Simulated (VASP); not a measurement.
Write the native input for VASP 6.6.1 that does the following.

```yaml
Task: single point
Functional: RPBE
Potentials_or_basis: VASP PAW PBE potentials, release 64 (Mg)
Cutoff: 520 eV
k_mesh: 8 × 8 × 11
Occupations: fermi-dirac, width 0.1 eV
Spin: no spin polarisation
Dipole_correction: no
Further_INCAR_settings: ALGO = Normal; EDIFF = 1e-06; NBANDS = 10
```

The structure of Mg lies in POSCAR:

```
Mg
1.0
    5.1604118242      0.0000000000      0.0000000000
   -2.5802059121      4.4690477337      0.0000000000
    0.0000000000      0.0000000000      3.1302746156
Mg
3
Direct
    0.0000000000      1.0000000000      0.0000000000
    0.3333333333      0.6666666667      0.5000000000
    0.6666666667      0.3333333333      0.5000000000
```

One way to write it, as run:

INCAR

```
SYSTEM = Mg
PREC = Accurate
ENCUT = 520
EDIFF = 1E-6
ISMEAR = -1
SIGMA = 0.1
LREAL = .FALSE.
LASPH = .TRUE.
NELM = 100
ALGO = Normal
ISIF = 2
LWAVE = .FALSE.
LCHARG = .FALSE.
GGA = RP
NBANDS = 10
```

KPOINTS

```
Automatic mesh
0
G
  8 8 11
  0 0 0
```

Potentials or basis: VASP PAW PBE potentials, release 64 (Mg).

The run is started by

```console
$ cat potpaw_PBE.64/Mg/POTCAR > POTCAR
$ mpirun -np 1 vasp_std > vasp.out
```

Results of the run:

| Item | Value |
| --- | --- |
| Pressure | -0.2 GPa |
| Band gap on the k mesh | zero (band 3 reaches 5.60 eV, above the bottom of band 4 at 1.58 eV) |

Caveat: the PAW data sets were made with another functional, which shifts forces and pressure a little.

It took 30 s on 1 thread of Intel Xeon 6975P-C (shared host), peak memory 0.2 GiB.
